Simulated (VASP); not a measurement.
GaN (hm.eA): single point with PBE

GaN (hm.eA):

```
Ga N
1.0
     3.16246    0.00000    0.00000
     0.00000    5.14519    0.00000
     0.00000    0.00000    5.65840
Ga N
4 4
Cartesian
  1.5812 0.0000 0.0000
  3.1625 2.5726 0.9430
  3.1625 0.0000 2.8292
  1.5812 2.5726 3.7723
  1.5812 3.2055 0.0000
  3.1625 0.6329 0.9430
  3.1625 3.2055 2.8292
  1.5812 0.6329 3.7723
```

```
Program             : VASP 6.6.1
Task                : single point
Functional          : PBE
Potentials or basis : VASP PAW PBE potentials, release 64 (Ga_d, N)
Cutoff              : 520 eV
k mesh              : 8 × 6 × 6
Occupations         : gaussian, width 0.02 eV
Spin                : no spin polarisation
```

* Pressure: 4.1 GPa
* Largest force: 0.311 eV/Å
* Band gap on the k mesh: 1.82 eV

Forces in eV/Å, atoms in the order of the input:
```
Ga   0.000  0.153 -0.223
Ga   0.000  0.153  0.224
Ga   0.000  0.153 -0.223
Ga   0.000  0.153  0.222
N    0.000 -0.153 -0.271
N    0.000 -0.153  0.271
N    0.000 -0.153 -0.270
N    0.000 -0.153  0.270
```

Stress tensor (GPa, compression positive):
```
 6.78  0.00  0.00
 0.00  8.32  0.00
 0.00  0.00 -2.75
```

Levels at points of the mesh, in eV from the valence-band top:
```tsv
k point	band 34	band 35	band 36	band 37	band 38	band 39
(0.00, 0.00, 0.00)	-0.14	-0.05	0.00	1.82	3.96	5.26
(0.50, 0.00, 0.00)	-2.07	-1.98	-1.98	5.80	5.80	6.53
(0.00, 0.50, 0.00)	-0.70	-0.55	-0.55	4.07	4.07	4.49
(0.50, 0.50, 0.00)	-1.59	-1.59	-1.59	5.82	5.82	5.82
(0.00, 0.00, 0.50)	-0.77	-0.43	-0.42	4.27	4.27	5.93
(0.50, 0.00, 0.50)	-2.24	-1.09	-1.09	4.69	4.69	5.35
(0.00, 0.50, 0.50)	-1.23	-1.23	-1.23	5.25	5.25	5.25
(0.50, 0.50, 0.50)	-1.84	-1.84	-1.84	4.29	4.29	4.29
```

Wall time 7.9 min on 1 thread of Intel(R) Xeon(R) Platinum 8259CL CPU @ 2.50GHz (Skylake/Cascade Lake), with other jobs on the host, peak memory 0.41 GiB.
